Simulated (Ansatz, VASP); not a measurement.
**Te in VASP and in Ansatz**

Contents of INCAR:

```
PREC = Accurate
ENCUT = 520
EDIFF = 1E-8
ISMEAR = -1
SIGMA = 0.08
LREAL = F
LASPH = T
NELM = 80
ALGO = Normal
ISIF = 2
LWAVE = F
LCHARG = F
GGA = CA
LEFG = T
NBANDS = 16
```

Contents of KPOINTS:

```
Automatic mesh
0
Gamma
  9 9 6
```

The input POSCAR:

```
Te
1.0
    4.5166640738      0.0000000000      0.0000000000
   -2.2583320370      3.9115458283      0.0000000000
    0.0000000000      0.0000000000      6.0029694676
Te
3
Direct
    0.7450000000      0.0000000000      0.3333333333
    0.0000000000      0.7450000000      0.6666666667
    0.2550000000      0.2550000000      0.0000000000
```

Input for Ansatz:

```yaml
crystal:
  lattice:
    - [4.5166640738, 0.0, 0.0]
    - [-2.258332037, 3.9115458283, 0.0]
    - [0.0, 0.0, 6.0029694676]
  atoms:
    - { symbol: Te, position: [0.745, 0.0, 0.3333333333] }
    - { symbol: Te, position: [0.0, 0.745, 0.6666666667] }
    - { symbol: Te, position: [0.255, 0.255, 0.0] }
kpoints:
  mp_grid: { grid: [9, 9, 6] }
scf:
  occupations: { method: fermi_dirac, width: 0.08 }
hamiltonian:
  xc: lda
  pseudopotentials: { kind: all_electron, datasets: crystal }
output:
  forces: true
  stress: true
  eigenvalues: true
  efg: { contact_densities: true }
```

Change from the starting cell: volume scaled by 1.04, crystal datasets.

Alike in both runs: task electric field gradients; functional LDA; k mesh 9 × 9 × 6; occupations fermi-dirac, width 0.08 eV; no spin polarisation.

|  | VASP | Ansatz |
| --- | --- | --- |
| version | VASP 6.6.1 | Ansatz 0.2.0 |
| potentials or method | VASP PAW LDA potentials, release 64 (Te), cutoff 520 eV | all-electron PAW with datasets made for the crystal, scalar-relativistic |

```tsv
	VASP	Ansatz	Ansatz less VASP
pressure (GPa)	-2.0	-2.1	-0.11
traceless stress, the component that is largest in VASP (GPa)	-0.21	-0.28	-0.073
rms of the force components (eV/Å)	0.149	0.129	-0.0197
size of Vzz on the site where it differs most (V/Å²)	568.6	594.0	+25.40
```

LDA's correlation is that of Perdew and Zunger in VASP and of Perdew and Wang (1992) in Ansatz. Atom by atom the forces differ by 0.020 eV/Å (rms over components). Ansatz ran all-electron here, and VASP with PAW potentials.

Neither program's run includes spin-orbit coupling.
